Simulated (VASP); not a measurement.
# MgS (P6_3mc) in VASP: notebook

Aim: see how the results for MgS move with the level of theory and the settings. Levels: PBE, PBE+U, LDA+U. Tasks: single point.

All numbers are computed with VASP 6.6.1; they aren't measurements. Logs are shortened: lines on timing, memory, paths and dates and some standing lists are left out, and cuts for length are marked.

**1. The cell of the first run**

Symmetry: P6_3mc, No. 186, hexagonal system. Conventional cell: a = 4.035 Å, b = 4.035 Å, c = 6.432 Å, α = 90.00°, β = 90.00°, γ = 120.00°. Mg (site symmetry 3m) has 4 S at 2.45 to 2.47 Å within 3.2 Å. S (site symmetry 3m) has 4 Mg at 2.45 to 2.47 Å within 3.2 Å.

**2. Single point, PBE, non-collinear spin, zero start, spin-orbit coupling**

INCAR

```
PREC     = Accurate       # precision mode
ENCUT    = 500            # plane-wave cutoff, eV
EDIFF    = 1E-6           # SCF threshold, eV
ISMEAR   = 0              # smearing method
SIGMA    = 0.1            # smearing width, eV
LREAL    = F              # projectors in reciprocal space
LASPH    = T              # aspherical terms in the spheres
NELM     = 200            # most SCF steps
ALGO     = Normal         # electronic algorithm
ISIF     = 2              # what is computed and relaxed
LWAVE    = F              # write WAVECAR
LCHARG   = F              # write CHGCAR
MAGMOM   = 0 0 0 0 0 0 0 0 0 0 0 0 # initial moments
LORBIT   = 11             # projections on sites
LSORBIT  = T              # spin-orbit coupling
GGA_COMPAT= F            
LORBMOM  = T            
GGA      = PE             # functional
ISYM     = -1           
NBANDS   = 30             # bands
```

KPOINTS

```
explicit points
9
Reciprocal
  0.16666667   0.16666667   0.50000000 1
  0.16666667   0.50000000   0.50000000 1
  0.16666667   0.83333333   0.50000000 1
  0.50000000   0.16666667   0.50000000 1
  0.50000000   0.50000000   0.50000000 1
  0.50000000   0.83333333   0.50000000 1
  0.83333333   0.16666667   0.50000000 1
  0.83333333   0.50000000   0.50000000 1
  0.83333333   0.83333333   0.50000000 1
```

POSCAR

```
MgS
1.0
    4.0346224068      0.0000000000      0.0000000000
   -2.0173112034      3.4940854990      0.0000000000
    0.0000000000      0.0000000000      6.4322941800
Mg S
2 2
Direct
    0.6666666667      0.3333333333      0.4957548500
    0.3333333333      0.6666666667      0.9957548500
    0.3333333333      0.6666666667      0.3792441500
    0.6666666667      0.3333333333      0.8792441500
```

Potentials or basis: VASP PAW PBE potentials, release 64 (Mg, S).

On the command line:

```bash
$ cat potpaw_PBE.64/Mg/POTCAR potpaw_PBE.64/S/POTCAR > POTCAR
$ mpirun -np 1 vasp_ncl > vasp.out
```

OUTCAR:

```text
PREC = Accurate
   ENCUT = 500
   EDIFF = 1E-6
   ISMEAR = 0
   LREAL = F
   LASPH = T
   NELM = 200
   ISIF = 2
   LORBIT = 11
   LSORBIT = T
   GGA = PE
   ISYM = -1

 ion  position               nearest neighbor table
   1  0.667  0.333  0.496-   3 2.45   3 2.45   3 2.45   4 2.47
   2  0.333  0.667  0.996-   4 2.45   4 2.45   4 2.45   3 2.47
   3  0.333  0.667  0.379-   1 2.45   1 2.45   1 2.45   2 2.47
   4  0.667  0.333  0.879-   2 2.45   2 2.45   2 2.45   1 2.47

IMPORTANT INFORMATION: All symmetrisations will be switched off!
NOSYMM: (Re-)initialisation of all symmetry stuff for point group C_1.

----------------------------------------------------------------------------------------

                                     Primitive cell

  volume of cell :      90.6781

  direct lattice vectors                    reciprocal lattice vectors
     4.034622407  0.000000000  0.000000000     0.247854669  0.143098960  0.000000000
    -2.017311203  3.494085499  0.000000000     0.000000000  0.286197919  0.000000000
     0.000000000  0.000000000  6.432294180     0.000000000  0.000000000  0.155465526

  length of vectors
     4.034622407  4.034622407  6.432294180     0.286197919  0.286197919  0.155465526

  position of ions in fractional coordinates (direct lattice)
     0.666666667  0.333333333  0.495754850
     0.333333333  0.666666667  0.995754850
     0.333333333  0.666666667  0.379244150
     0.666666667  0.333333333  0.879244150

  ion indices of the primitive-cell ions
   primitive index   ion index
                 1           1
                 2           2
                 3           3
                 4           4

----------------------------------------------------------------------------------------

 KPOINTS: explicit points

Read explicit list of k-points.

 Found      9 k-points:

 Following reciprocal coordinates:
            Coordinates               Weight
  0.166667  0.166667  0.500000      0.111111
  0.166667  0.500000  0.500000      0.111111
  0.166667  0.833333  0.500000      0.111111
  0.500000  0.166667  0.500000      0.111111
  0.500000  0.500000  0.500000      0.111111
  0.500000  0.833333  0.500000      0.111111
  0.833333  0.166667  0.500000      0.111111
  0.833333  0.500000  0.500000      0.111111
  0.833333  0.833333  0.500000      0.111111
[... 378 lines left out ...]
     -0.00000      2.32939      6.40499        -0.008094      0.004672      0.043576
     -0.00000      2.32939      2.43941        -0.023579      0.013615     -0.043570
      2.01731      1.16470      5.65556         0.023579     -0.013612     -0.043577
 -----------------------------------------------------------------------------------
    total drift:                                0.000002      0.000006      0.000075

  FREE ENERGIE OF THE ION-ELECTRON SYSTEM (eV)
  ---------------------------------------------------
  free  energy   TOTEN  =       -16.8755933111 eV

  energy  without entropy=      -16.8755933111  energy(sigma->0) =      -16.87559331

 orbital moment (x)

 # of ion     p       d       tot
 ----------------------------------------
  1        -0.000   0.000   0.000
  2        -0.000  -0.000  -0.000
  3        -0.000   0.000  -0.000
  4         0.000   0.000   0.000
 ----------------------------------------
           -0.000   0.000  -0.000

 orbital moment (y)

 # of ion     p       d       tot
 ----------------------------------------
  1         0.000  -0.000   0.000
  2        -0.000   0.000  -0.000
  3         0.000   0.000   0.000
  4        -0.000   0.000  -0.000
 ----------------------------------------
            0.000  -0.000   0.000

 orbital moment (z)

 # of ion     p       d       tot
 ----------------------------------------
  1        -0.000  -0.000  -0.000
  2        -0.000   0.000  -0.000
  3        -0.000   0.000  -0.000
  4        -0.000   0.000  -0.000
 ----------------------------------------
           -0.000   0.000  -0.000

 Spin-Orbit-Coupling matrix elements

 Ion:    1  E_soc:     -0.0000486
 l=   1
     0.0000000    -0.0000082    -0.0000079
    -0.0000082     0.0000000    -0.0000081
    -0.0000079    -0.0000081     0.0000000
 l=   2
     0.0000000    -0.0000000     0.0000000    -0.0000000    -0.0000000
    -0.0000000     0.0000000    -0.0000000     0.0000000    -0.0000000
     0.0000000    -0.0000000     0.0000000    -0.0000000     0.0000000
    -0.0000000     0.0000000    -0.0000000     0.0000000    -0.0000000
    -0.0000000    -0.0000000     0.0000000    -0.0000000     0.0000000
 l=   3
     0.0000000     0.0000000     0.0000000     0.0000000     0.0000000     0.0000000     0.0000000
     0.0000000     0.0000000     0.0000000     0.0000000     0.0000000     0.0000000     0.0000000
     0.0000000     0.0000000     0.0000000     0.0000000     0.0000000     0.0000000     0.0000000
     0.0000000     0.0000000     0.0000000     0.0000000     0.0000000     0.0000000     0.0000000
[... 49 lines left out ...]
 l=   2
     0.0000000     0.0000000     0.0000000     0.0000000     0.0000000
     0.0000000     0.0000000     0.0000000     0.0000000     0.0000000
     0.0000000     0.0000000     0.0000000     0.0000000     0.0000000
     0.0000000     0.0000000     0.0000000     0.0000000     0.0000000
     0.0000000     0.0000000     0.0000000     0.0000000     0.0000000
 l=   3
     0.0000000     0.0000000     0.0000000     0.0000000     0.0000000     0.0000000     0.0000000
     0.0000000     0.0000000     0.0000000     0.0000000     0.0000000     0.0000000     0.0000000
     0.0000000     0.0000000     0.0000000     0.0000000     0.0000000     0.0000000     0.0000000
     0.0000000     0.0000000     0.0000000     0.0000000     0.0000000     0.0000000     0.0000000
     0.0000000     0.0000000     0.0000000     0.0000000     0.0000000     0.0000000     0.0000000
     0.0000000     0.0000000     0.0000000     0.0000000     0.0000000     0.0000000     0.0000000
     0.0000000     0.0000000     0.0000000     0.0000000     0.0000000     0.0000000     0.0000000

 total charge

# of ion       s       p       d       tot
------------------------------------------
    1        0.159   0.145   0.039   0.344
    2        0.159   0.145   0.039   0.344
    3        1.310   2.512   0.000   3.822
    4        1.310   2.512   0.000   3.822
--------------------------------------------------
tot          2.938   5.314   0.078   8.331

 magnetization (x)

# of ion       s       p       d       tot
------------------------------------------
    1        0.000   0.000   0.000   0.000
    2       -0.000   0.000   0.000  -0.000
    3        0.000   0.000   0.000   0.000
    4        0.000   0.000   0.000   0.000
--------------------------------------------------
tot          0.000   0.000   0.000   0.000

 magnetization (y)

# of ion       s       p       d       tot
------------------------------------------
    1       -0.000  -0.000   0.000  -0.000
    2       -0.000  -0.000  -0.000  -0.000
    3       -0.000  -0.000   0.000  -0.000
    4        0.000   0.000   0.000   0.000
--------------------------------------------------
tot          0.000   0.000  -0.000   0.000

 magnetization (z)

# of ion       s       p       d       tot
------------------------------------------
    1        0.000   0.000   0.000   0.000
    2        0.000   0.000   0.000   0.000
    3        0.000  -0.000   0.000   0.000
    4       -0.000  -0.000   0.000  -0.000
--------------------------------------------------
tot          0.000  -0.000   0.000  -0.000
```

It took 2.3 min on 1 thread of Intel Xeon 8259CL, shared host; peak memory 0.36 GiB.

What came out:

```
Free energy                                           : -16.8756 eV
Pressure                                              : 1.1 GPa
Largest force                                         : 0.051 eV/Å
Net moment                                            : 0.00 μB per cell
Valence electrons inside the program's atomic spheres : Mg 0.34; S 3.82
```

Forces on the atoms (eV/Å):
```
Mg   0.008 -0.005  0.044
Mg  -0.008  0.005  0.044
S   -0.024  0.014 -0.044
S    0.024 -0.014 -0.044
```

Stress tensor (GPa, compression positive):
```
0.38 0.39 0.00
0.39 0.83 0.00
0.00 0.00 2.21
```

Moments on the atoms (μB; x, y, z):
```
Mg  0.00 0.00 0.00
Mg  0.00 0.00 0.00
S   0.00 0.00 0.00
S   0.00 0.00 0.00
```

**3. Single point, PBE+U**

INCAR

```
PREC = Accurate ; ENCUT = 600
EDIFF = 1E-6 ; ISMEAR = 0
SIGMA = 0.1 ; LREAL = False
LASPH = True ; NELM = 200
ALGO = Normal ; ISIF = 2
LWAVE = False ; LCHARG = False
LDAU = True ; LDAUTYPE = 2
LDAUL = -1 1 ; LDAUU = 0 6.8
LDAUJ = 0 0 ; LDAUPRINT = 1
GGA = PE ; NBANDS = 16
GGA_COMPAT = False
```

KPOINTS

```
Automatic mesh
0
Gamma
  6 6 2
```

POSCAR is that of step 2.

Potentials or basis: VASP PAW PBE potentials, release 64 (Mg, S).

On the command line:

```bash
$ cat potpaw_PBE.64/Mg/POTCAR potpaw_PBE.64/S/POTCAR > POTCAR
$ mpirun -np 1 vasp_std > vasp.out
```

Wall time 34 s (1 thread of Intel Xeon 8259CL, shared host); peak memory 0.23 GiB.

It converged, with:

```
Free energy            : -7.0266 eV
Pressure               : 2.0 GPa
Largest force          : 0.048 eV/Å
Band gap on the k mesh : 3.21 eV
```

Forces in eV/Å, atoms in the order of the input:
```
Mg   0.000  0.000  0.048
Mg   0.000  0.000  0.048
S    0.000  0.000 -0.048
S    0.000  0.000 -0.048
```

Stress tensor (GPa, compression positive):
```
2.06 0.00 0.00
0.00 2.06 0.00
0.00 0.00 1.75
```

Levels at points of the mesh, in eV from the valence-band top:
```
           k point  band 5  band 6  band 7  band 8  band 9  band 10  band 11  band 12
(0.00, 0.00, 0.00)   -0.59   -0.16   -0.16    0.00    3.21     4.47     7.28     7.28
(0.50, 0.00, 0.00)   -1.93   -1.28   -0.96   -0.48    4.53     5.04     5.63     7.29
(0.00, 0.00, 0.50)   -0.38   -0.38   -0.38   -0.38    4.72     4.72     7.42     7.42
(0.50, 0.00, 0.50)   -0.92   -0.92   -0.83   -0.83    4.46     4.46     6.10     6.10
```

Caveat: the k points lie up to 0.49 Å⁻¹ apart.

**4. Single point, PBE+U**

INCAR

```
ALGO     = Normal         # electronic algorithm
EDIFF    = 1E-6           # SCF threshold, eV
ENCUT    = 600            # plane-wave cutoff, eV
GGA      = PE             # functional
GGA_COMPAT= False        
ISIF     = 2              # what is computed and relaxed
ISMEAR   = -1             # smearing method
LASPH    = True           # aspherical terms in the spheres
LCHARG   = False          # write CHGCAR
LDAU     = True           # DFT+U
LDAUJ    = 0 0          
LDAUL    = -1 1           # shell
LDAUPRINT= 1            
LDAUTYPE = 2            
LDAUU    = 0 5.9          # U, eV
LREAL    = False          # projectors in reciprocal space
LWAVE    = False          # write WAVECAR
NBANDS   = 16             # bands
NELM     = 200            # most SCF steps
PREC     = Accurate       # precision mode
SIGMA    = 0.13605693122994 # smearing width, eV
```

KPOINTS

```
k-points
0
Gamma
  6 6 2
```

POSCAR is that of step 3.

On the command line:

```bash
$ cat potpaw_PBE.64/Mg/POTCAR potpaw_PBE.64/S/POTCAR > POTCAR
$ mpirun -np 1 vasp_std > vasp.out
```

Run time: 38 s. Hardware: 1 thread of Intel Xeon 8259CL, shared host; peak memory 0.23 GiB.

The run converged. Its results:

```
Free energy            : -8.3389 eV
Pressure               : 1.8 GPa
Largest force          : 0.049 eV/Å
Band gap on the k mesh : 3.25 eV
```

Forces in eV/Å, atoms in the order of the input:
```
Mg   0.000  0.000  0.049
Mg   0.000  0.000  0.049
S    0.000  0.000 -0.049
S    0.000  0.000 -0.049
```

Stress tensor (GPa, compression positive):
```
1.91 0.00 0.00
0.00 1.91 0.00
0.00 0.00 1.60
```

Levels at points of the mesh, in eV from the valence-band top:
| k point | band 5 | band 6 | band 7 | band 8 | band 9 | band 10 | band 11 | band 12 |
| --- | --- | --- | --- | --- | --- | --- | --- | --- |
| (0.00, 0.00, 0.00) | -0.59 | -0.16 | -0.16 | 0.00 | 3.25 | 4.50 | 7.31 | 7.31 |
| (0.50, 0.00, 0.00) | -1.92 | -1.27 | -0.96 | -0.48 | 4.56 | 5.06 | 5.66 | 7.32 |
| (0.00, 0.00, 0.50) | -0.38 | -0.38 | -0.38 | -0.38 | 4.75 | 4.75 | 7.45 | 7.45 |
| (0.50, 0.00, 0.50) | -0.92 | -0.92 | -0.82 | -0.82 | 4.49 | 4.49 | 6.12 | 6.12 |

Caveat: the k points lie up to 0.49 Å⁻¹ apart.

**5. Single point, LDA+U**

INCAR

```
PREC = Accurate ; ENCUT = 600
EDIFF = 1E-6 ; ISMEAR = 0
SIGMA = 0.1 ; LREAL = False
LASPH = True ; NELM = 200
ALGO = Normal ; ISIF = 2
LWAVE = False ; LCHARG = True
LDAU = True ; LDAUTYPE = 2
LDAUL = -1 1 ; LDAUU = 0 2.7
LDAUJ = 0 0 ; LDAUPRINT = 1
LELF = True ; LVHAR = True
NBANDS = 16 ; GGA_COMPAT = False
```

KPOINTS

```
regular mesh
0
Gamma
  6 6 2
```

POSCAR is that of step 4.

Potentials or basis: VASP PAW LDA potentials, release 64 (Mg, S).

On the command line:

```bash
$ cat potpaw_LDA.64/Mg/POTCAR potpaw_LDA.64/S/POTCAR > POTCAR
$ mpirun -np 1 vasp_std > vasp.out
```

Wall time 33 s (1 thread of Intel Xeon 8259CL, shared host); peak memory 0.19 GiB.

It converged, with:

```
Free energy            : -14.8450 eV
Pressure               : -2.0 GPa
Largest force          : 0.054 eV/Å
Band gap on the k mesh : 3.08 eV
```

Forces in eV/Å, atoms in the order of the input:
```
Mg   0.000  0.000  0.054
Mg   0.000  0.000  0.054
S    0.000  0.000 -0.054
S    0.000  0.000 -0.054
```

Stress tensor (GPa, compression positive):
```
-1.92  0.00  0.00
 0.00 -1.92  0.00
 0.00  0.00 -2.13
```

Levels at points of the mesh, in eV from the valence-band top:
```tsv
k point	band 5	band 6	band 7	band 8	band 9	band 10	band 11	band 12
(0.00, 0.00, 0.00)	-0.59	-0.16	-0.16	0.00	3.08	4.35	7.21	7.21
(0.50, 0.00, 0.00)	-1.95	-1.29	-0.98	-0.49	4.42	4.93	5.51	7.24
(0.00, 0.00, 0.50)	-0.39	-0.39	-0.39	-0.39	4.59	4.59	7.34	7.34
(0.50, 0.00, 0.50)	-0.93	-0.93	-0.84	-0.84	4.34	4.34	6.01	6.01
```

Caveat: the k points lie up to 0.49 Å⁻¹ apart.

**6. Overview**

```csv
level,potentials or basis,spin,U,k mesh,cutoff (eV),smearing,gap on the mesh (eV),pressure (GPa),largest force (eV/Å)
PBE,"VASP PAW PBE potentials, release 64 (Mg, S)","non-collinear, zero start, SOC",-,"3 × 3 × 1, shifted",500,gaussian 0.1 eV,-,1.1,0.05
PBE+U,"VASP PAW PBE potentials, release 64 (Mg, S)",off,S p U = 6.8 eV,6 × 6 × 2,600,gaussian 0.1 eV,3.21,2.0,0.05
PBE+U,"VASP PAW PBE potentials, release 64 (Mg, S)",off,S p U = 5.9 eV,6 × 6 × 2,600,fermi-dirac 0.136057 eV,3.25,1.8,0.05
LDA+U,"VASP PAW LDA potentials, release 64 (Mg, S)",off,S p U = 2.7 eV,6 × 6 × 2,600,gaussian 0.1 eV,3.08,-2.0,0.05
```

Alike in all rows: task single point; cell as given.

Caveats: some runs use coarse meshes.

Absolute energies hang on the potentials; compare differences alone.
